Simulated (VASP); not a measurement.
Here is a VASP 6.6.1 calculation.

INCAR

```
PREC     = Accurate       # precision mode
ENCUT    = 450            # plane-wave cutoff, eV
EDIFF    = 1E-7           # SCF threshold, eV
ISMEAR   = 0              # smearing method
SIGMA    = 0.1            # smearing width, eV
LREAL    = F              # projectors in reciprocal space
LASPH    = T              # aspherical terms in the spheres
NELM     = 120            # most SCF steps
ALGO     = Normal         # electronic algorithm
ISIF     = 2              # what is computed and relaxed
LWAVE    = F              # write WAVECAR
LCHARG   = F              # write CHGCAR
LDIPOL   = T            
IDIPOL   = 3            
DIPOL    = 0.5 0.5 0.332
GGA      = PS             # functional
IBRION   = 2              # ionic algorithm
NSW      = 36             # ionic steps
EDIFFG   = -0.025         # ionic threshold
GGA_COMPAT= F            
NELMIN   = 4            
NELMDL   = -8
```

KPOINTS

```
Automatic mesh
0
Gamma
  6 6 1
```

The input POSCAR:

```
SiMo6
1.0
    4.4256825773      0.0000000000      0.0000000000
   -2.2128412886      3.8327535410      0.0000000000
    0.0000000000      0.0000000000     19.7247696212
Mo Si
6 1
Selective dynamics
Direct
    0.6666666667      0.3333333333      0.2027907082  F F F
    0.3333333333      0.6666666667      0.2485904154  F F F
    0.0000000000      0.0000000000      0.2943901226  F F F
    0.6666666667      0.3333333333      0.3368101106  F F F
    0.3333333333      0.6666666667      0.3772266206  F F F
    0.0000000000      0.0000000000      0.4169767140  F F F
    0.6666666667      0.3333333333      0.4463813667  F F T
```

Potentials or basis: VASP PAW PBE potentials, release 64 (Mo_sv, Si).

Run with:

```sh
$ cat potpaw_PBE.64/Mo_sv/POTCAR potpaw_PBE.64/Si/POTCAR > POTCAR
$ mpirun -np 1 vasp_std > vasp.out
```

(1) Predict the band gap on the k mesh.

(2) What does it give for the energy gained by relaxing?

Answers

(1) zero (bands 44 and 45 overlap by 0.38 eV).

(2) 86.8 meV/atom.
